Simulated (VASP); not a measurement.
Set up this calculation in VASP 6.6.1, as the native input.

```yaml
Task: single point
Functional: PBE
Potentials_or_basis: VASP PAW PBE potentials, release 64 (Ti_sv, C)
Cutoff: 600 eV
k_mesh: 5 × 5 × 2
Occupations: gaussian, width 0.2 eV
Spin: no spin polarisation
Dipole_correction: no
Further_INCAR_settings: ALGO = Normal; EDIFF = 1e-06; NBANDS = 31
```

The structure of Ti2C5 lies in POSCAR:

```
Ti2C5
1.0
    3.8966783089      0.0000000000      0.0000000000
   -1.9483391545      3.3746224059      0.0000000000
    0.0000000000      0.0000000000      6.8355471175
Ti C
2 5
Direct
    0.0000000000      0.0000000000      0.0000000000
    0.0000000000      0.0000000000      0.5000000000
    0.3333333333      0.6666666667      0.0000000000
    0.6666666667      0.3333333333      0.0000000000
    0.4999952588      0.0000000000      0.5000000000
    0.0000000000      0.4999952588      0.5000000000
    0.5000047412      0.5000047412      0.5000000000
```

The cell was generated, and may not be a known phase.

These files were run (other wordings do the same):

INCAR

```
PREC = Accurate ; ENCUT = 600
EDIFF = 1E-6 ; ISMEAR = 0
SIGMA = 0.2 ; LREAL = F
LASPH = T ; NELM = 120
ALGO = Normal ; ISIF = 2
LWAVE = F ; LCHARG = T
GGA = PE ; LELF = T
LVHAR = T ; NBANDS = 31
GGA_COMPAT = F
```

KPOINTS

```
Automatic mesh
0
Gamma
  5 5 2
```

Potentials or basis: VASP PAW PBE potentials, release 64 (Ti_sv, C).

The run is started by

```bash
$ cat potpaw_PBE.64/Ti_sv/POTCAR potpaw_PBE.64/C/POTCAR > POTCAR
$ mpirun -np 1 vasp_std > vasp.out
```

It gave:

```yaml
Pressure: -0.2 GPa
Band_gap_on_the_k_mesh: zero (bands 22 and 23 overlap by 1.52 eV)
```

Caveat: the k points lie up to 0.46 Å⁻¹ apart, too coarse for converged energies and pressures of a metal.

Wall time 41 s on 1 thread of AMD EPYC 7R13 Processor (Zen 3), on a shared host, peak memory 0.2 GiB.
